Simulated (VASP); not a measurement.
# S (Fm-3m) in VASP: notebook

Runs on S. Level: PBEsol. Tasks: relaxation of cell and atoms.

Program: VASP 6.6.1. These are calculated values, not measurements. Logs are shortened: lines on timing, memory, paths and dates and some standing lists are left out, and cuts for length are marked.

### Step 1. The cell of the first run

Symmetry: Fm-3m, No. 225, cubic system. Conventional cell: a = 4.200 Å, b = 4.200 Å, c = 4.200 Å, α = 90.00°, β = 90.00°, γ = 90.00°. Within 3.9 Å of S (site symmetry m-3m) lie 12 S at 2.97 Å.

This isn't the form of S at room conditions, which is orthorhombic, of S8 rings.

### Step 2. Relaxation of cell and atoms, PBEsol

Input file INCAR:

```
SYSTEM = S
PREC = Accurate
ENCUT = 500
EDIFF = 1E-7
ISMEAR = -1
SIGMA = 0.1
LREAL = .False.
LASPH = .True.
NELM = 120
ALGO = Normal
ISIF = 3
LWAVE = .False.
LCHARG = .False.
GGA = PS
IBRION = 2
NSW = 80
EDIFFG = -0.02
GGA_COMPAT = .False.
NELMIN = 4
```

Input file KPOINTS:

```
Automatic mesh
0
Gamma
  7 7 7
  0 0 0
```

Input file POSCAR:

```
S
1.0
    0.0000000000      2.1000000000      2.1000000000
    2.1000000000      0.0000000000      2.1000000000
    2.1000000000      2.1000000000      0.0000000000
S
1
Direct
    0.0000000000      0.0000000000      0.0000000000
```

Potentials or basis: VASP PAW PBE potentials, release 64 (S).

Started as:

```sh
cat potpaw_PBE.64/S/POTCAR > POTCAR
mpirun -np 1 vasp_std > vasp.out
```

OUTCAR:

```text
SYSTEM = S
   PREC = Accurate
   ENCUT = 500
   EDIFF = 1E-7
   ISMEAR = -1
   LREAL = .False.
   LASPH = .True.
   NELM = 120
   ISIF = 3
   GGA = PS
   IBRION = 2
   NSW = 80
   EDIFFG = -0.02
   NELMIN = 4

 ion  position               nearest neighbor table
   1  0.000  0.000  0.000-

  LATTYP: Found a face centered cubic cell.
 ALAT       =     4.2000000000

  Lattice vectors:

 A1 = (   0.0000000000,   2.1000000000,   2.1000000000)
 A2 = (   2.1000000000,   0.0000000000,   2.1000000000)
 A3 = (   2.1000000000,   2.1000000000,   0.0000000000)

Analysis of symmetry for initial positions (statically):
=====================================================================
 Subroutine PRICEL returns:
 Original cell was already a primitive cell.

 Routine SETGRP: Setting up the symmetry group for a
 face centered cubic supercell.

 Subroutine GETGRP returns: Found 48 space group operations
 (whereof 48 operations were pure point group operations)
 out of a pool of 48 trial point group operations.

The static configuration has the point symmetry O_h .

Analysis of symmetry for dynamics (positions and initial velocities):
=====================================================================
 Subroutine PRICEL returns:
 Original cell was already a primitive cell.

 Routine SETGRP: Setting up the symmetry group for a
 face centered cubic supercell.

 Subroutine GETGRP returns: Found 48 space group operations
 (whereof 48 operations were pure point group operations)
 out of a pool of 48 trial point group operations.

The dynamic configuration has the point symmetry O_h .

 Subroutine INISYM returns: Found 48 space group operations
 (whereof 48 operations are pure point group operations),
 and found     1 'primitive' translations

----------------------------------------------------------------------------------------

                                     Primitive cell

  volume of cell :      18.5220

  direct lattice vectors                    reciprocal lattice vectors
     0.000000000  2.100000000  2.100000000    -0.238095238  0.238095238  0.238095238
     2.100000000  0.000000000  2.100000000     0.238095238 -0.238095238  0.238095238
     2.100000000  2.100000000  0.000000000     0.238095238  0.238095238 -0.238095238

  length of vectors
     2.969848481  2.969848481  2.969848481     0.412393049  0.412393049  0.412393049

  position of ions in fractional coordinates (direct lattice)
     0.000000000  0.000000000  0.000000000

  ion indices of the primitive-cell ions
   primitive index   ion index
                 1           1

----------------------------------------------------------------------------------------

 KPOINTS: Automatic mesh

Automatic generation of k-mesh.
 Grid dimensions read from file:
 generate k-points for:    7    7    7

 Generating k-lattice:

  Cartesian coordinates                     Fractional coordinates (reciprocal lattice)
    -0.034013605  0.034013605  0.034013605     0.142857143  0.000000000  0.000000000
     0.034013605 -0.034013605  0.034013605     0.000000000  0.142857143  0.000000000
     0.034013605  0.034013605 -0.034013605     0.000000000  0.000000000  0.142857143

  Length of vectors
     0.058913293  0.058913293  0.058913293

  Shift w.r.t. Gamma in fractional coordinates (k-lattice)
     0.000000000  0.000000000  0.000000000

 Subroutine IBZKPT returns following result:
 ===========================================

 Found     20 irreducible k-points:

 Following reciprocal coordinates:
            Coordinates               Weight
  0.000000  0.000000  0.000000      1.000000
  0.142857  0.000000  0.000000      8.000000
  0.285714  0.000000  0.000000      8.000000
  0.428571  0.000000  0.000000      8.000000
  0.142857  0.142857  0.000000      6.000000
  0.285714  0.142857  0.000000     24.000000
[... 12 lines left out ...]
 -0.428571  0.428571  0.142857     24.000000
 -0.285714  0.428571  0.142857     24.000000
   k-points           NKPTS =     20   k-points in BZ     NKDIM =     20   number of bands    NBANDS=      7
   number of dos      NEDOS =    301   number of ions     NIONS =      1
   total plane-waves  NPLWV =  13824
   dimension x,y,z NGX =    24 NGY =   24 NGZ =   24
   dimension x,y,z NGXF=    48 NGYF=   48 NGZF=   48
   ions per type =               1
   NGX,Y,Z   is equivalent  to a cutoff of  13.43, 13.43, 13.43 a.u.
   NGXF,Y,Z  is equivalent  to a cutoff of  26.87, 26.87, 26.87 a.u.
 SYSTEM =  S
   PREC   = accura    normal or accurate (medium, high low for compatibility)
   ISTART =      0    job   : 0-new  1-cont  2-samecut
   ICHARG =      2    charge: 1-file 2-atom 10-const
   ISPIN  =      1    spin polarized calculation?
   LNONCOLLINEAR =      F non collinear calculations
   LSORBIT =      F    spin-orbit coupling
   LASPH  =      T    aspherical Exc in radial PAW
   ENCUT  =  500.0 eV  36.75 Ry    6.06 a.u.   5.41  5.41  5.41*2*pi/ulx,y,z
   NELM   =    120;   NELMIN=  4; NELMDL= -5     # of ELM steps
   EDIFF  = 0.1E-06   stopping-criterion for ELM
   LREAL  =      F    real-space projection
   EDIFFG = -.2E-01   stopping-criterion for IOM
   NSW    =     80    number of steps for IOM
   IBRION =      2    ionic relax: 0-MD 1-quasi-New 2-CG
   NFREE  =      1    steps in history (QN), initial steepest desc. (CG)
   ISIF   =      3    stress and relaxation
   ISYM   =      2    0-nonsym 1-usesym 2-fastsym
   POTIM  = 0.5000    time-step for ionic-motion
   TEBEG  =    0.0;   TEEND  =   0.0 temperature during run
   PSTRESS=    0.0 pullay stress
   NELECT =       6.0000    total number of electrons
   NUPDOWN=      -1.0000    fix difference up-down
   EMIN   =  10.00;   EMAX   =-10.00  energy-range for DOS
   EFERMI =   0.00;   METHOD = LEGACY
   ISMEAR =    -1;   SIGMA  =   0.10  broadening in eV -4-tet -1-fermi 0-gaus
   EFERMI_NEDOS =   21; number of points for ismear=-14 and -15
   IALGO  =     38    algorithm
   IMIX   =      4    mixing-type and parameters
     AMIX     =   0.40;   BMIX     =  1.00
     AMIX_MAG =   1.60;   BMIX_MAG =  1.00
  volume/ion in A,a.u.               =      18.52       124.99
  Fermi-wavevector in a.u.,A,eV,Ry     =   1.124336  2.124686 17.199540  1.264130
  Thomas-Fermi vector in A             =   2.261007
   LORBIT       =      0    0 simple, 1 ext, 2 COOP (PROOUT), +10 PAW based schemes
   GGA     = PS    functional components
   LHFCALC =     F    Hartree Fock is set to
   AEXX    =    0.0000 exact exchange contribution
   IVDW    =     0    specifies the selected vdW correction
   LEPSILON=     F    determine dielectric tensor
   LRPA    =     F    only Hartree local field effects (RPA)
 conjugate gradient relaxation of ions
 non-spin polarized calculation
  energy-cutoff  :      500.00
  volume of cell :       18.52
 maximum number of plane-waves:       489
 NGX is ok and might be reduce to    24
   NGX = 11   NGY = 11   NGZ = 11

--------------------------------------- Ionic step        1  -------------------------------------------

 number of electron       5.9999999 magnetization

 Free energy of the ion-electron system (eV)
  ---------------------------------------------------
  ext. energy  EPLUGINS =         0.00000000
  ---------------------------------------------------
  free energy    TOTEN  =        -3.16587165 eV

  energy without entropy =       -3.12106836  energy(sigma->0) =       -3.14347000

------------------------ aborting loop because EDIFF is reached ----------------------------------------

  FORCE on cell =-STRESS in cart. coord.  units (eV):
  Direction    XX          YY          ZZ          XY          YZ          ZX
  --------------------------------------------------------------------------------------
  -------------------------------------------------------------------------------------
  Total       -1.4657770     -1.4657770     -1.4657770      0.0000000     -0.0000000      0.0000000
  in kB     -126.7916365   -126.7916365   -126.7916365      0.0000000     -0.0000000      0.0000000
  external PRESSURE =    -126.7916365 kB  Pullay stress =       0.0000000 kB

 VOLUME and BASIS-vectors are now :
 -----------------------------------------------------------------------------
  energy-cutoff  :      500.00
  volume of cell :       18.52
      direct lattice vectors                 reciprocal lattice vectors
     0.000000000  2.100000000  2.100000000    -0.238095238  0.238095238  0.238095238
     2.100000000  0.000000000  2.100000000     0.238095238 -0.238095238  0.238095238
     2.100000000  2.100000000  0.000000000     0.238095238  0.238095238 -0.238095238
[... 36 lines left out ...]
 POSITION                                       TOTAL-FORCE (eV/Angst)
 -----------------------------------------------------------------------------------
      1.95150     -0.00000      1.95150        -0.000000      0.000000     -0.000000
 -----------------------------------------------------------------------------------
    total drift:                               -0.000000     -0.000000     -0.000000

  FREE ENERGIE OF THE ION-ELECTRON SYSTEM (eV)
  ---------------------------------------------------
  free  energy   TOTEN  =        -3.3315833200 eV

  energy  without entropy=       -3.2951749291  energy(sigma->0) =       -3.31337912

--------------------------------------- Ionic step        3  -------------------------------------------

 number of electron       6.0000001 magnetization

 Free energy of the ion-electron system (eV)
  ---------------------------------------------------
  ext. energy  EPLUGINS =         0.00000000
  ---------------------------------------------------
  free energy    TOTEN  =        -3.33219218 eV

  energy without entropy =       -3.29548153  energy(sigma->0) =       -3.31383685

 E-fermi :   8.1841     XC(G=0): -11.5540

 val. band max:        8.1346035000   @ k =  -0.4286   0.2857   0.1429
 cond. band min:       8.4514194405   @ k =  -0.4286   0.2857   0.0000
 fundamental gap:      0.3168159406
 Fermi energy:         8.1840850731

 k-point     1 :       0.0000    0.0000    0.0000
  band No.  band energies     occupation
      1      -9.0955      2.00000
      2      11.6838      0.00000
      3      11.6838      0.00000
      4      11.6838      0.00000
      5      20.3050      0.00000
      6      20.3050      0.00000
      7      20.3050      0.00000

 k-point     2 :       0.1429    0.0000    0.0000
  band No.  band energies     occupation
      1      -8.5867      2.00000
      2       9.1625      0.00011
      3      11.3231      0.00000
      4      11.3231      0.00000
      5      19.5134      0.00000
      6      21.0202      0.00000
      7      21.0202      0.00000
[... 200 lines left out ...]
 POSITION                                       TOTAL-FORCE (eV/Angst)
 -----------------------------------------------------------------------------------
      0.00000      0.00000      0.00000         0.000000      0.000000      0.000000
 -----------------------------------------------------------------------------------
    total drift:                                0.000000      0.000000     -0.000000

  FREE ENERGIE OF THE ION-ELECTRON SYSTEM (eV)
  ---------------------------------------------------
  free  energy   TOTEN  =        -3.3321921791 eV

  energy  without entropy=       -3.2954815307  energy(sigma->0) =       -3.31383685

 reached required accuracy - stopping structural energy minimisation
```

Run time: 3.5 s. Hardware: 1 thread of Intel Xeon 6975P-C (Granite Rapids), shared host; peak memory 0.13 GiB.

What came out:

```
Free energy                           : -3.3322 eV
Relaxed volume                        : 15.03 Å³/atom
Relaxed cell                          : a = 2.770 Å, b = 2.770 Å, c = 2.770 Å, α = 60.00°, β = 60.00°, γ = 60.00°
Space group after relaxing (to 0.1 Å) : Fm-3m (No. 225)
Energy gained by relaxing             : 166.3 meV/atom
Ionic steps                           : 3
Pressure after relaxing               : 0.0 GPa
Band gap on the k mesh                : zero (bands 3 and 4 overlap by 5.28 eV)
```

Step by step:
```tsv
step	energy change (eV)	largest force (eV/Å)	pressure (GPa)	volume (Å³)
1	0.0000	0.0000	-12.68	18.52
2	-0.1657	0.0000	1.14	14.86
3	-0.1663	0.0000	0.04	15.03
```

Final structure:
```xyz
1
Lattice="0.0000 1.9588 1.9588 1.9588 0.0000 1.9588 1.9588 1.9588 0.0000" Properties=species:S:1:pos:R:3 pbc="T T T"
S     0.0000    0.0000    0.0000
```

Levels at points of the mesh, in eV from the Fermi level:
| k point | band 1 | band 2 | band 3 | band 4 | band 5 | band 6 | band 7 |
| --- | --- | --- | --- | --- | --- | --- | --- |
| (0.00, 0.00, 0.00) | -17.28 | 3.50 | 3.50 | 3.50 | 12.12 | 12.12 | 12.12 |

Caveat: the k points lie up to 0.40 Å⁻¹ apart in the final cell, too coarse for converged energies and pressures of a metal; the volume moved by over 15 % at a fixed basis, so the end points are rough; the PAW data sets were made with another functional, which shifts forces and pressure a little.

### Step 3. Relaxation of cell and atoms, PBEsol, target pressure 20 GPa, at which the enthalpy is minimised

Input file INCAR:

```
SYSTEM = S
PREC = Accurate ; ENCUT = 500
EDIFF = 1E-7 ; ISMEAR = -1
SIGMA = 0.1 ; LREAL = .FALSE.
LASPH = .TRUE. ; NELM = 120
ALGO = Normal ; ISIF = 3
LWAVE = .FALSE. ; LCHARG = .FALSE.
GGA = PS ; IBRION = 2
NSW = 80 ; EDIFFG = -0.02
PSTRESS = 200.0 ; GGA_COMPAT = .FALSE.
NELMIN = 4
```

Input file KPOINTS:

```
regular mesh
0
G
  7 7 7
  0 0 0
```

POSCAR is that of step 2.

Potentials or basis: VASP PAW PBE potentials, release 64 (S).

Started as:

```sh
cat potpaw_PBE.64/S/POTCAR > POTCAR
mpirun -np 1 vasp_std > vasp.out
```

Wall time 7 s (1 thread of Intel Xeon 6975P-C (Granite Rapids), shared host); peak memory 0.13 GiB.

It converged, with:

- Free energy: -3.2139 eV
- Relaxed volume: 12.89 Å³/atom
- Relaxed cell: a = 2.632 Å, b = 2.632 Å, c = 2.632 Å, α = 60.00°, β = 60.00°, γ = 60.00°
- Space group after relaxing (to 0.1 Å): Fm-3m (No. 225)
- Energy change on relaxing (the run minimises the enthalpy): -48.0 meV/atom
- Ionic steps: 7
- Pressure after relaxing: 20.0 GPa
- Band gap on the k mesh: zero (bands 3 and 4 overlap by 6.82 eV)

Step by step:
| step | energy change (eV) | largest force (eV/Å) | pressure (GPa) | volume (Å³) |
| --- | --- | --- | --- | --- |
| 1 | 0.0000 | 0.0000 | -12.68 | 18.52 |
| 2 | 0.7336 | 0.0000 | 80.97 | 10.13 |
| 3 | -0.0625 | 0.0000 | 18.46 | 13.01 |
| 4 | -0.0509 | 0.0000 | 19.70 | 12.91 |
| 5 | -0.0383 | 0.0000 | 21.00 | 12.81 |
| 6 | -0.0556 | 0.0000 | 19.20 | 12.95 |
| 7 | -0.0480 | 0.0000 | 20.00 | 12.89 |

Final structure:
```
S
1.0
     0.00000    1.86087    1.86087
     1.86087    0.00000    1.86087
     1.86087    1.86087    0.00000
S
1
Direct
  0.00000 0.00000 0.00000
```

Levels at points of the mesh, in eV from the Fermi level:
```
           k point  band 1  band 2  band 3  band 4  band 5  band 6
(0.00, 0.00, 0.00)  -19.00    4.54    4.54    4.54   12.24   12.24
```

Caveat: the k points lie up to 0.42 Å⁻¹ apart in the final cell, too coarse for converged energies and pressures of a metal; the cell is relaxed towards a set pressure, so the run minimises the enthalpy, not the energy; the volume moved by over 15 % at a fixed basis, so the end points are rough; the PAW data sets were made with another functional, which shifts forces and pressure a little.

### Step 4. Relaxation of cell and atoms, PBEsol, target pressure 40 GPa, at which the enthalpy is minimised

Input file INCAR:

```
PREC = Accurate ; ENCUT = 500
EDIFF = 1E-7 ; ISMEAR = -1
SIGMA = 0.1 ; LREAL = False
LASPH = True ; NELM = 120
ALGO = Normal ; ISIF = 3
LWAVE = False ; LCHARG = False
GGA = PS ; IBRION = 2
NSW = 80 ; EDIFFG = -0.02
PSTRESS = 400.0 ; GGA_COMPAT = False
NELMIN = 4
```

Input file KPOINTS:

```
Automatic mesh
0
Gamma
  7 7 7
```

POSCAR is that of step 3.

Started as:

```sh
cat potpaw_PBE.64/S/POTCAR > POTCAR
mpirun -np 1 vasp_std > vasp.out
```

Wall time 5.4 s (1 thread of Intel Xeon 6975P-C (Granite Rapids), shared host); peak memory 0.13 GiB.

Results (log left out):

```yaml
Free_energy: -2.9860 eV
Relaxed_volume: 11.64 Å³/atom
Relaxed_cell: a = 2.544 Å, b = 2.544 Å, c = 2.544 Å, α = 60.00°, β = 60.00°, γ = 60.00°
Space_group_after_relaxing_to_0.1_Å: Fm-3m (No. 225)
Energy_change_on_relaxing_the_run_minimises_the_enthalpy: +179.9 meV/atom
Ionic_steps: 5
Pressure_after_relaxing: 40.1 GPa
Band_gap_on_the_k_mesh: zero (bands 3 and 4 overlap by 8.02 eV)
```

The path:
| step | energy change (eV) | largest force (eV/Å) | pressure (GPa) | volume (Å³) |
| --- | --- | --- | --- | --- |
| 1 | 0.0000 | 0.0000 | -12.68 | 18.52 |
| 2 | 5.1046 | 0.0000 | 387.14 | 6.52 |
| 3 | 0.0080 | 0.0000 | 25.51 | 12.49 |
| 4 | 0.1068 | 0.0000 | 34.17 | 11.96 |
| 5 | 0.1799 | 0.0000 | 40.12 | 11.64 |

Final structure:
```
S
1.0
     0.00000    1.79896    1.79896
     1.79896    0.00000    1.79896
     1.79896    1.79896    0.00000
S
1
Direct
  0.00000 0.00000 0.00000
```

Levels at points of the mesh, in eV from the Fermi level:
```
           k point  band 1  band 2  band 3  band 4  band 5  band 6  band 7
(0.00, 0.00, 0.00)  -20.30    5.32    5.32    5.32   12.30   12.30   12.30
```

Caveat: the k points lie up to 0.43 Å⁻¹ apart in the final cell, too coarse for converged energies and pressures of a metal; the cell is relaxed towards a set pressure, so the run minimises the enthalpy, not the energy; the volume moved by over 15 % at a fixed basis, so the end points are rough; the PAW data sets were made with another functional, which shifts forces and pressure a little.

(Part 1 of 2 ends here.)
